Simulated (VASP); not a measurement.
# CsAs7 (Im-3m) in VASP: single point with PBE

Aim: the single point of CsAs7 with PBE.

Everything below comes from runs of VASP 6.6.1. Logs are shortened: lines on timing, memory, paths and dates and some standing lists are left out, and cuts for length are marked.

### Step 1. The cell of the first run

Symmetry: Im-3m, No. 229, cubic system. The conventional cell has a = 7.101 Å, b = 7.101 Å, c = 7.101 Å, α = 90.00°, β = 90.00°, γ = 90.00°. Cs (site symmetry m-3m) has 14 As at 3.07 to 3.55 Å within 4.0 Å. As (site symmetry 4/mmm) has 12 As at 3.07 to 3.55 Å and 2 Cs at 3.55 Å within 4.0 Å. Within 4.0 Å of As (site symmetry -3m) lie 2 Cs at 3.07 Å and 12 As at 3.07 to 3.55 Å.

### Step 2. Single point, PBE

File INCAR:

```
SYSTEM = CsAs7
PREC     = Accurate       ! precision mode
ENCUT    = 520            ! plane-wave cutoff, eV
EDIFF    = 1E-6           ! SCF threshold, eV
ISMEAR   = 0              ! smearing method
SIGMA    = 0.1            ! smearing width, eV
LREAL    = .FALSE.        ! projectors in reciprocal space
LASPH    = .TRUE.         ! aspherical terms in the spheres
NELM     = 60             ! most SCF steps
ALGO     = Normal         ! electronic algorithm
ISIF     = 2              ! what is computed and relaxed
LWAVE    = .FALSE.        ! write WAVECAR
LCHARG   = .FALSE.        ! write CHGCAR
GGA      = PE             ! functional
NBANDS   = 32             ! bands
```

File KPOINTS:

```
Automatic mesh
0
G
  8 8 8
  0 0 0
```

File POSCAR:

```
CsAs7
1.0
   -3.5506432186      3.5506432186      3.5506432186
    3.5506432186     -3.5506432186      3.5506432186
    3.5506432186      3.5506432186     -3.5506432186
Cs As
1 7
Direct
    0.0000000000      0.0000000000      0.0000000000
    0.0000000000      0.5000000000      0.5000000000
    0.5000000000      0.5000000000      0.0000000000
    0.5000000000      0.0000000000      0.5000000000
    0.0000000000      0.0000000000      0.5000000000
    0.0000000000      0.5000000000      0.0000000000
    0.5000000000      0.0000000000      0.0000000000
    0.5000000000      0.5000000000      0.5000000000
```

Potentials or basis: VASP PAW PBE potentials, release 64 (Cs_sv, As).

The run is started by

```console
$ cat potpaw_PBE.64/Cs_sv/POTCAR potpaw_PBE.64/As/POTCAR > POTCAR
$ mpirun -np 1 vasp_std > vasp.out
```

OUTCAR:

```text
SYSTEM = CsAs7
   PREC = Accurate
   ENCUT = 520
   EDIFF = 1E-6
   ISMEAR = 0
   LREAL = .FALSE.
   LASPH = .TRUE.
   NELM = 60
   ISIF = 2
   GGA = PE

 ion  position               nearest neighbor table
   1  0.000  0.000  0.000-
   2  0.000  0.500  0.500-
   3  0.500  0.500  0.000-
   4  0.500  0.000  0.500-
   5  0.000  0.000  0.500-
   6  0.000  0.500  0.000-
   7  0.500  0.000  0.000-
   8  0.500  0.500  0.500-

  LATTYP: Found a body centered cubic cell.
 ALAT       =     7.1012864372

  Lattice vectors:

 A1 = (  -3.5506432186,   3.5506432186,   3.5506432186)
 A2 = (   3.5506432186,  -3.5506432186,   3.5506432186)
 A3 = (   3.5506432186,   3.5506432186,  -3.5506432186)

Analysis of symmetry for initial positions (statically):
=====================================================================
 Subroutine PRICEL returns:
 Original cell was already a primitive cell.

 Routine SETGRP: Setting up the symmetry group for a
 body centered cubic supercell.

 Subroutine GETGRP returns: Found 48 space group operations
 (whereof 48 operations were pure point group operations)
 out of a pool of 48 trial point group operations.

The static configuration has the point symmetry O_h .

Analysis of symmetry for dynamics (positions and initial velocities):
=====================================================================
 Subroutine PRICEL returns:
 Original cell was already a primitive cell.

 Routine SETGRP: Setting up the symmetry group for a
 body centered cubic supercell.

 Subroutine GETGRP returns: Found 48 space group operations
 (whereof 48 operations were pure point group operations)
 out of a pool of 48 trial point group operations.

The dynamic configuration has the point symmetry O_h .

 Subroutine INISYM returns: Found 48 space group operations
 (whereof 48 operations are pure point group operations),
 and found     1 'primitive' translations

----------------------------------------------------------------------------------------

                                     Primitive cell

  volume of cell :     179.0528

  direct lattice vectors                    reciprocal lattice vectors
    -3.550643219  3.550643219  3.550643219     0.000000000  0.140819556  0.140819556
     3.550643219 -3.550643219  3.550643219     0.140819556  0.000000000  0.140819556
     3.550643219  3.550643219 -3.550643219     0.140819556  0.140819556  0.000000000

  length of vectors
     6.149894454  6.149894454  6.149894454     0.199148925  0.199148925  0.199148925

  position of ions in fractional coordinates (direct lattice)
     0.000000000  0.000000000  0.000000000
     0.000000000  0.500000000  0.500000000
     0.500000000  0.500000000  0.000000000
     0.500000000  0.000000000  0.500000000
     0.000000000  0.000000000  0.500000000
     0.000000000  0.500000000  0.000000000
     0.500000000  0.000000000  0.000000000
     0.500000000  0.500000000  0.500000000

  ion indices of the primitive-cell ions
   primitive index   ion index
                 1           1
                 2           2
                 3           3
                 4           4
                 5           5
                 6           6
                 7           7
                 8           8

----------------------------------------------------------------------------------------

 KPOINTS: Automatic mesh

Automatic generation of k-mesh.
 Grid dimensions read from file:
 generate k-points for:    8    8    8

 Generating k-lattice:

  Cartesian coordinates                     Fractional coordinates (reciprocal lattice)
     0.000000000  0.017602444  0.017602444     0.125000000  0.000000000  0.000000000
     0.017602444  0.000000000  0.017602444     0.000000000  0.125000000  0.000000000
     0.017602444  0.017602444  0.000000000     0.000000000  0.000000000  0.125000000

  Length of vectors
     0.024893616  0.024893616  0.024893616

  Shift w.r.t. Gamma in fractional coordinates (k-lattice)
     0.000000000  0.000000000  0.000000000

 Subroutine IBZKPT returns following result:
 ===========================================

 Found     29 irreducible k-points:

 Following reciprocal coordinates:
            Coordinates               Weight
  0.000000  0.000000  0.000000      1.000000
  0.125000  0.000000  0.000000     12.000000
  0.250000  0.000000  0.000000     12.000000
  0.375000  0.000000  0.000000     12.000000
  0.500000  0.000000  0.000000      6.000000
  0.125000  0.125000  0.000000     24.000000
[... 16 lines left out ...]
 -0.250000  0.250000  0.250000      6.000000
 -0.375000  0.375000  0.250000     24.000000
 [... further k-points ...]
   k-points           NKPTS =     29   k-points in BZ     NKDIM =     29   number of bands    NBANDS=     32
   number of dos      NEDOS =    301   number of ions     NIONS =      8
   total plane-waves  NPLWV = 110592
   dimension x,y,z NGX =    48 NGY =   48 NGZ =   48
   dimension x,y,z NGXF=    96 NGYF=   96 NGZF=   96
   ions per type =               1   7
   NGX,Y,Z   is equivalent  to a cutoff of  12.98, 12.98, 12.98 a.u.
   NGXF,Y,Z  is equivalent  to a cutoff of  25.95, 25.95, 25.95 a.u.
 SYSTEM =  CsAs7
   PREC   = accura    normal or accurate (medium, high low for compatibility)
   ISTART =      0    job   : 0-new  1-cont  2-samecut
   ICHARG =      2    charge: 1-file 2-atom 10-const
   ISPIN  =      1    spin polarized calculation?
   LNONCOLLINEAR =      F non collinear calculations
   LSORBIT =      F    spin-orbit coupling
   LASPH  =      T    aspherical Exc in radial PAW
   ENCUT  =  520.0 eV  38.22 Ry    6.18 a.u.  11.43 11.43 11.43*2*pi/ulx,y,z
   NELM   =     60;   NELMIN=  2; NELMDL= -5     # of ELM steps
   EDIFF  = 0.1E-05   stopping-criterion for ELM
   LREAL  =      F    real-space projection
   EDIFFG = 0.1E-04   stopping-criterion for IOM
   NSW    =      0    number of steps for IOM
   IBRION =     -1    ionic relax: 0-MD 1-quasi-New 2-CG
   NFREE  =      0    steps in history (QN), initial steepest desc. (CG)
   ISIF   =      2    stress and relaxation
   ISYM   =      2    0-nonsym 1-usesym 2-fastsym
   POTIM  = 0.5000    time-step for ionic-motion
   TEBEG  =    0.0;   TEEND  =   0.0 temperature during run
   PSTRESS=    0.0 pullay stress
   NELECT =      44.0000    total number of electrons
   NUPDOWN=      -1.0000    fix difference up-down
   EMIN   =  10.00;   EMAX   =-10.00  energy-range for DOS
   EFERMI =   0.00;   METHOD = LEGACY
   ISMEAR =     0;   SIGMA  =   0.10  broadening in eV -4-tet -1-fermi 0-gaus
   EFERMI_NEDOS =   21; number of points for ismear=-14 and -15
   IALGO  =     38    algorithm
   IMIX   =      4    mixing-type and parameters
     AMIX     =   0.40;   BMIX     =  1.00
     AMIX_MAG =   1.60;   BMIX_MAG =  1.00
  volume/ion in A,a.u.               =      22.38       151.04
  Fermi-wavevector in a.u.,A,eV,Ry     =   1.025413  1.937749 14.306134  1.051471
  Thomas-Fermi vector in A             =   2.159252
   LORBIT       =      0    0 simple, 1 ext, 2 COOP (PROOUT), +10 PAW based schemes
   GGA     = PE    functional components
   LHFCALC =     F    Hartree Fock is set to
   AEXX    =    0.0000 exact exchange contribution
   IVDW    =     0    specifies the selected vdW correction
   LEPSILON=     F    determine dielectric tensor
   LRPA    =     F    only Hartree local field effects (RPA)
 non-spin polarized calculation
 Gauss-broadening in eV      SIGMA  =   0.10
  energy-cutoff  :      520.00
  volume of cell :      179.05
 maximum number of plane-waves:      4897
 NGX is ok and might be reduce to    48
   NGX = 23   NGY = 23   NGZ = 23

 number of electron      43.9999993 magnetization

 Free energy of the ion-electron system (eV)
  ---------------------------------------------------
  ext. energy  EPLUGINS =         0.00000000
  ---------------------------------------------------
  free energy    TOTEN  =       -28.24931385 eV

  energy without entropy =      -28.21787071  energy(sigma->0) =      -28.23359228

 E-fermi :   4.8436     XC(G=0): -10.2775

 val. band max:        4.8356191515   @ k =   0.3750   0.1250   0.1250
 cond. band min:       4.8688792645   @ k =   0.5000   0.5000   0.3750
 fundamental gap:      0.0332601130
 Fermi energy:         4.8436155296

 k-point     1 :       0.0000    0.0000    0.0000
  band No.  band energies     occupation
      1     -16.1667      2.00000
      2      -8.2386      2.00000
      3      -5.1836      2.00000
      4      -5.1836      2.00000
      5      -5.1836      2.00000
      6      -5.0775      2.00000
[... 24 lines left out ...]
     31       8.5532      0.00000
     32       9.3771      0.00000

 k-point     2 :       0.1250    0.0000    0.0000
  band No.  band energies     occupation
      1     -16.1643      2.00000
      2      -8.1974      2.00000
      3      -5.5123      2.00000
      4      -5.3569      2.00000
      5      -5.2221      2.00000
      6      -5.1761      2.00000
[... 24 lines left out ...]
     31       8.6827      0.00000
     32       8.8041      0.00000

 k-point     3 :       0.2500    0.0000    0.0000
  band No.  band energies     occupation
      1     -16.1585      2.00000
      2      -8.0743      2.00000
      3      -6.1118      2.00000
      4      -5.6316      2.00000
      5      -5.3571      2.00000
      6      -5.3095      2.00000
[... 24 lines left out ...]
     31       8.6514      0.00000
     32       9.0801      0.00000

 k-point     4 :       0.3750    0.0000    0.0000
  band No.  band energies     occupation
      1     -16.1527      2.00000
      2      -7.8862      2.00000
      3      -6.6448      2.00000
      4      -5.8252      2.00000
      5      -5.4968      2.00000
      6      -5.3901      2.00000
[... 654 lines left out ...]
     31       7.4254      0.00000
     32       7.5013      0.00000

 k-point    23 :      -0.2500    0.2500    0.2500
  band No.  band energies     occupation
      1     -16.1516      2.00000
      2      -7.8769      2.00000
      3      -6.2101      2.00000
      4      -6.2101      2.00000
      5      -5.7722      2.00000
      6      -5.2029      2.00000
[... 24 lines left out ...]
     31       7.9115      0.00000
     32       7.9115      0.00000

 k-point    24 :      -0.3750    0.3750    0.2500
  band No.  band energies     occupation
      1     -16.1467      2.00000
      2      -7.6421      2.00000
      3      -6.6286      2.00000
      4      -6.4116      2.00000
      5      -5.7351      2.00000
      6      -5.1673      2.00000
[... 24 lines left out ...]
     31       7.4221      0.00000
     32       7.7211      0.00000

 [... further k-points ...]
[... 5 lines left out ...]
  --------------------------------------------------------------------------------------
  -------------------------------------------------------------------------------------
  Total        0.2186033      0.2186033      0.2186033     -0.0000000      0.0000000     -0.0000000
  in kB        1.9560777      1.9560777      1.9560777     -0.0000000      0.0000000     -0.0000000
  external PRESSURE =       1.9560777 kB  Pullay stress =       0.0000000 kB

 VOLUME and BASIS-vectors are now :
 -----------------------------------------------------------------------------
  energy-cutoff  :      520.00
  volume of cell :      179.05
      direct lattice vectors                 reciprocal lattice vectors
    -3.550643219  3.550643219  3.550643219     0.000000000  0.140819556  0.140819556
     3.550643219 -3.550643219  3.550643219     0.140819556  0.000000000  0.140819556
     3.550643219  3.550643219 -3.550643219     0.140819556  0.140819556  0.000000000

 POSITION                                       TOTAL-FORCE (eV/Angst)
 -----------------------------------------------------------------------------------
      0.00000      0.00000      0.00000         0.000000      0.000000     -0.000000
      3.55064      0.00000      0.00000        -0.000000     -0.000000      0.000000
      0.00000      0.00000      3.55064        -0.000000      0.000000      0.000000
      0.00000      3.55064      0.00000        -0.000000     -0.000000     -0.000000
      1.77532      1.77532     -1.77532         0.000000     -0.000000      0.000000
      1.77532     -1.77532      1.77532         0.000000      0.000000     -0.000000
     -1.77532      1.77532      1.77532        -0.000000     -0.000000      0.000000
      1.77532      1.77532      1.77532         0.000000      0.000000     -0.000000
 -----------------------------------------------------------------------------------
    total drift:                                0.000000      0.000000     -0.000000

  FREE ENERGIE OF THE ION-ELECTRON SYSTEM (eV)
  ---------------------------------------------------
  free  energy   TOTEN  =       -28.2493138476 eV

  energy  without entropy=      -28.2178707111  energy(sigma->0) =      -28.23359228
```

It took 5 min on 1 thread of AMD EPYC 7R43 (Zen 3), shared host; peak memory 0.35 GiB.

What came out:

```yaml
Free_energy: -28.2493 eV
Pressure: 0.2 GPa
Band_gap_on_the_k_mesh: zero (band 22 reaches 6.50 eV, above the bottom of band 23 at 4.43 eV)
```

Caveat: spin-orbit coupling is left out, which moves the levels of the heavy elements.
